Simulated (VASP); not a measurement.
Input of a VASP 6.6.1 run:

INCAR

```
SYSTEM = Li8LaNb7O23
PREC     = Accurate       ! precision mode
ENCUT    = 650            ! plane-wave cutoff, eV
EDIFF    = 1E-6           ! SCF threshold, eV
ISMEAR   = 0              ! smearing method
SIGMA    = 0.01           ! smearing width, eV
LREAL    = Auto         
LASPH    = .True.         ! aspherical terms in the spheres
NELM     = 200            ! most SCF steps
ALGO     = Normal         ! electronic algorithm
ISIF     = 2              ! what is computed and relaxed
LWAVE    = .False.        ! write WAVECAR
LCHARG   = .False.        ! write CHGCAR
GGA      = PE             ! functional
NBANDS   = 157            ! bands
GGA_COMPAT= .False.      
LMAXMIX  = 6              ! l up to which the mixer works
ISYM     = -1
```

Contents of KPOINTS:

```
explicit points
1
Reciprocal
  0.25000000   0.25000000   0.25000000 1
```

Contents of POSCAR:

```
Li8LaNb7O23
1.0
    2.5949501352      1.4981951591      4.6722232478
   -5.1899002704      2.9963903182      9.3444464955
    0.0000000000     -5.9927806363      9.3444464955
Li Nb O La
8 7 23 1
Direct
    0.7187151385      0.3564519672      0.3595738259
    0.1758391319      0.1154421086      0.1378400853
    0.7081075008      0.3623148423      0.8611646983
    0.2307269364      0.1102913336      0.6078282232
    0.7200645622      0.8523848812      0.3721345040
    0.2174962684      0.6070895967      0.1147647187
    0.7746209282      0.8188087732      0.8524195551
    0.2033384165      0.6047550953      0.6110665559
    0.9812300936      0.4962934946      0.5080536611
    0.5009685898      0.2476801262      0.2501201376
    0.9966493131      0.4975383398      1.0061896063
    0.9947635149      1.0074867339      0.5024486146
    0.5034638744      0.7446994190      0.2548423724
    0.9802461173      0.9857684348      1.0184291956
    0.4993245431      0.7494735336      0.7523611041
    0.2724271939      0.3228746228      0.4424490001
    0.6401102689      0.4434584943      0.1404041284
    0.8703279788      0.1415760206      0.3265981687
    0.4165768124      0.0623137772      0.3782578107
    0.8075506816      0.1934522606      0.0680892856
    0.1400308239      0.3896869898      0.1973722863
    0.2863626439      0.3143454398      0.9630756209
    0.6216996767      0.4515078190      0.6305819989
    1.0311699927      0.1346602507      0.8171210481
    0.8374112663      0.1914668591      0.5452470570
    0.0833972253      0.4213469954      0.6834283468
    0.2795736078      0.8324926507      0.4281715126
    0.6037497080      0.9707879171      0.0915232531
    0.8717729020      0.6575947882      0.3129839284
    0.3811064674      0.5755808058      0.3814020137
    0.7798438725      0.6925683122      0.0696565429
    0.1336276401      0.8952245026      0.1868065827
    0.2859734734      0.8151984597      0.9515357006
    0.6441760769      0.9447965206      0.6510767819
    0.8947097262      0.6345490266      0.8211794732
    0.3887618022      0.5723690369      0.8890233860
    0.7577239268      0.7081447596      0.5678025876
    0.1319838678      0.8940242478      0.7022284904
    0.4703461954      0.2252770129      0.7680351969
```

Potentials or basis: VASP PAW PBE potentials, release 64 (Li_sv, Nb_sv, O, La).

Run with:

```sh
$ cat potpaw_PBE.64/Li_sv/POTCAR potpaw_PBE.64/Nb_sv/POTCAR potpaw_PBE.64/O/POTCAR potpaw_PBE.64/La/POTCAR > POTCAR
$ mpirun -np 1 vasp_std > vasp.out
```

Problem. Estimate the pressure.

Solution. 1.6 GPa.

Problem. What does it give for the band gap on the k mesh?

Solution. 3.46 eV.

Problem. What does it give for the largest force?

Solution. 0.041 eV/Å.

Forces in eV/Å, atoms in the order of the input:
```
Li   0.000  0.006 -0.007
Li   0.001  0.021 -0.010
Li  -0.001 -0.005 -0.008
Li   0.000 -0.005 -0.003
Li  -0.001  0.013 -0.011
Li   0.003  0.001  0.000
Li  -0.013  0.001  0.007
Li  -0.008  0.000 -0.007
Nb   0.005  0.032  0.025
Nb   0.010  0.014  0.026
Nb   0.002  0.009  0.028
Nb   0.005  0.022  0.009
Nb  -0.013  0.025  0.006
Nb   0.007 -0.008  0.009
Nb  -0.001  0.018  0.028
O   -0.002  0.009 -0.009
O    0.009 -0.010 -0.013
O   -0.012 -0.032  0.006
O   -0.020  0.001 -0.004
O   -0.014 -0.020  0.007
O    0.009  0.007 -0.001
O    0.007  0.008 -0.016
O    0.004 -0.012 -0.015
O    0.002  0.019  0.008
O    0.003 -0.033 -0.005
O    0.021  0.004  0.005
O   -0.012  0.004  0.006
O    0.010 -0.023 -0.007
O    0.009 -0.018  0.000
O   -0.002 -0.014 -0.007
O    0.004 -0.019 -0.006
O    0.008  0.009 -0.006
O   -0.007  0.001 -0.005
O    0.011 -0.005 -0.004
O    0.001 -0.014 -0.009
O   -0.006 -0.016 -0.013
O    0.014 -0.016 -0.003
O   -0.001  0.010 -0.010
La  -0.029  0.016  0.008
```

Caveat: spin-orbit coupling is left out, which moves the levels of the heavy elements.
